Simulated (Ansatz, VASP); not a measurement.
Two plane-wave programs on Tl2S

```
CELL_PARAMETERS angstrom
4.14432 0.00000 0.00000
-2.07216 3.58909 0.00000
0.00000 0.00000 5.50645
ATOMIC_POSITIONS crystal
Tl 0.33333 0.66667 0.71414
Tl 0.66667 0.33333 0.28586
S 0.00000 0.00000 0.00000
```

Alike in both runs: functional LDA; k mesh 12 × 12 × 8; occupations gaussian, width 0.1 eV; no spin polarisation.

Ansatz relaxed the structure, and its values are those at the end. VASP's run is a single point on that final structure, the one shown.

```csv
,VASP,Ansatz
version,VASP 6.6.1,Ansatz 0.2.0
potentials or method,"VASP PAW LDA potentials, release 64 (Tl_d, S), cutoff 520 eV","scalar-relativistic, plane waves, PAW"
valence electrons in the cell,32,32
```

Ansatz gave:

```
gap on the k mesh at the Fermi level (eV) : none
pressure (GPa)                            : 0.0
rms of the force components (eV/Å)        : 0.000
```

Task: Estimate VASP's values.

Result: gap on the k mesh at the Fermi level (eV): none; pressure (GPa): 0.0; rms of the force components (eV/Å): 0.007.

LDA's correlation is that of Perdew and Zunger in VASP and of Perdew and Wang (1992) in Ansatz. A gap of «none» marks a metal or a gap that the smearing closes.

Spin-orbit coupling is off throughout.
